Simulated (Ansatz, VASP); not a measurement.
# Two plane-wave programs on HCN

POSCAR

```
HCN
1.0
   -2.3160580000      2.3160580000      2.1599010000
    2.3160580000     -2.3160580000      2.1599010000
    2.3160580000      2.3160580000     -2.1599010000
N C H
1 1 1
Direct
    0.2719290000      0.2719290000      0.0000000000
    0.0036740000      0.0036740000      0.0000000000
    0.7520970000      0.7520970000      0.0000000000
```

INCAR.step1

```
ALGO = Normal
EDIFF = 1E-5
ENCUT = 520
GGA = PE
ISIF = 2
ISMEAR = -1
LASPH = T
LCHARG = F
LREAL = F
LWAVE = T
NBANDS = 12
NELM = 60
PREC = Accurate
SIGMA = 0.05
```

The input INCAR.step2:

```
AEXX = 0.15
ALGO = Normal
EDIFF = 1E-6
ENCUT = 520
GGA = PE
ISIF = 2
ISMEAR = -1
ISTART = 1
LASPH = T
LCHARG = F
LHFCALC = T
LREAL = F
LWAVE = F
NBANDS = 12
NELM = 60
PREC = Accurate
PRECFOCK = Normal
SIGMA = 0.05
```

KPOINTS

```
k-points
0
Gamma
  5 5 5
```

input.yaml

```yaml
crystal:
  lattice:
    - [-2.316058, 2.316058, 2.159901]
    - [2.316058, -2.316058, 2.159901]
    - [2.316058, 2.316058, -2.159901]
  atoms:
    - { symbol: "N", position: [0.271929, 0.271929, 0.0] }
    - { symbol: C, position: [0.003674, 0.003674, 0.0] }
    - { symbol: H, position: [0.752097, 0.752097, 0.0] }
hamiltonian:
  xc: { exchange: pbe, correlation: pbe, exx: { coeff: 0.15 } }
  pseudopotentials: { kind: paw }
kpoints:
  mp_grid: { grid: [5, 5, 5] }
scf:
  occupations: { method: fermi_dirac, width: 0.05 }
output:
  forces: true
  stress: true
  eigenvalues: true
  write_density: true
  write_potential: true
  elf: true
  volumetric_format: npy
```

Alike in both runs: task single point; functional PBE-based global hybrid; k mesh 5 × 5 × 5; occupations fermi-dirac, width 0.05 eV; no spin polarisation.

```csv
,VASP,Ansatz
version,VASP 6.6.1,Ansatz 0.2.0
potentials or method,"VASP PAW PBE potentials, release 64 (N, C, H)",Ansatz PAW
plane-wave cutoff (eV),520,420
valence electrons in the cell,10,10
```

|  | VASP | Ansatz | Ansatz less VASP |
| --- | --- | --- | --- |
| gap on the k mesh at the Fermi level (eV) | 8.31 | 8.28 | -0.021 |
| least direct gap on the mesh (eV) | 8.65 | 8.64 | -0.019 |
| pressure (GPa) | -1.0 | -1.5 | -0.49 |
| traceless stress, the component that is largest in VASP (GPa) | -2.31 | -3.58 | -1.271 |
| rms of the force components (eV/Å) | 0.312 | 0.556 | +0.2449 |

VASP's potentials were made for PBE, not for PBE-based global hybrid. Atom by atom the forces differ by 0.245 eV/Å (rms over components).

Noted on VASP's run: the standard files for N, O and F lose accuracy on very short bonds. Noted on Ansatz's run: odd divisions of the mesh miss points on the zone boundary, where band edges often lie, so the gap on the mesh can be too wide.
